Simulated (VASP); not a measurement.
Set up this calculation in VASP 6.6.1, as the native input.

| Quantity | Value |
| --- | --- |
| Task | single point |
| Functional | PBE |
| Dispersion | D3(BJ) |
| Potentials or basis | VASP PAW PBE potentials, release 64 (Sn_d, O) |
| Cutoff | 520 eV |
| k mesh | 6 × 6 × 6 |
| Occupations | gaussian, width 0.05 eV |
| Spin | no spin polarisation |
| Dipole correction | no |
| Further INCAR settings | ALGO = Normal; EDIFF = 1e-07; NBANDS = 64 |

The structure of SnO2 lies in POSCAR:

```
SnO2
1.0
    3.2373377712      1.8690778337      4.2908446647
   -3.2373377712      1.8690778337      4.2908446647
    0.0000000000     -3.7381556673      4.2908446647
Sn O
4 8
Direct
    0.8683971284      0.8629698226      0.8629698228
    0.3683801226      0.3630023318      0.8629804257
    0.3683801226      0.8629804255      0.3630023320
    0.8683978070      0.3629928508      0.3629928511
    0.1263062361      0.6186428516      0.6186428342
    0.6262306735      0.1186349571      0.6186275616
    0.6262306735      0.6186275790      0.1186349397
    0.5766335012      0.6242892609      0.6242892764
    0.1262809207      0.1186398775      0.1186398601
    0.0765556796      0.1243278146      0.6242896730
    0.0765556796      0.6242896575      0.1243278301
    0.5766100501      0.1242922771      0.1242922926
```

This cell differs from its parent crystal: atoms displaced along a vibrational mode.

These files were run (other wordings do the same):

INCAR

```
  PREC = Accurate
  ENCUT = 520
  EDIFF = 1E-7
  ISMEAR = 0
  SIGMA = 0.05
  LREAL = False
  LASPH = True
  NELM = 80
  ALGO = Normal
  ISIF = 2
  LWAVE = False
  LCHARG = False
  GGA = PE
  IVDW = 12
  NBANDS = 64
```

KPOINTS

```
regular mesh
0
Gamma
  6 6 6
```

Potentials or basis: VASP PAW PBE potentials, release 64 (Sn_d, O).

The run is started by

```console
$ cat potpaw_PBE.64/Sn_d/POTCAR potpaw_PBE.64/O/POTCAR > POTCAR
$ mpirun -np 1 vasp_std > vasp.out
```

Results of the run:

```
Pressure                   : 2.7 GPa
Largest force              : 1.631 eV/Å
Band gap on the k mesh     : 1.50 eV
Dispersion energy per atom : -0.201 eV
```

Caveat: the cell differs from its parent crystal (atoms displaced along a vibrational mode); spin-orbit coupling is left out, which moves the levels of the heavy elements; forces of over 1 eV/Å act on the atoms, so gaps and moduli don't describe the material at rest.

Wall time 7.5 min on 1 thread of Oxide Virtual Turin-like Processor, with other jobs on the host, peak memory 0.54 GiB.
